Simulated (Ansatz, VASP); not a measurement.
# One calculation of O, two programs

```
O
1.0
     2.87029   -1.67343    0.00000
     2.87029    1.67343    0.00000
    -2.41035    0.00000    3.67120
O
2
Direct
  0.97455 0.97455 0.84443
  0.02545 0.02545 0.15557
```

Change from the starting cell: volume scaled by 1.02.

Alike in both runs: task single point; functional PBE; k mesh 10 × 10 × 7; occupations fermi-dirac, width 0.05 eV; no spin polarisation.

|  | VASP | Ansatz |
| --- | --- | --- |
| version | VASP 6.6.1 | Ansatz 0.2.0 |
| potentials or method | VASP PAW PBE potentials, release 64 (O), cutoff 520 eV | all-electron LAPW, scalar-relativistic |

|  | VASP | Ansatz | Ansatz less VASP |
| --- | --- | --- | --- |
| gap on the k mesh at the Fermi level (eV) | none | none | - |
| pressure (GPa) | -1.3 | -3.1 | -1.73 |
| traceless stress, the component that is largest in VASP (GPa) | -1.76 | 0.21 | +1.969 |
| rms of the force components (eV/Å) | 0.165 | 0.488 | +0.3231 |

Atom by atom the forces differ by 0.618 eV/Å (rms over components). A gap of «none» marks a metal or a gap that the smearing closes. One of these differences is far larger than is usual between the two programs; its cause wasn't traced. Ansatz ran all-electron here, and VASP with PAW potentials.

Noted on VASP's run: the standard files for N, O and F lose accuracy on very short bonds; spin is off for a triplet molecule. Noted on Ansatz's run: spin is off for a triplet molecule.
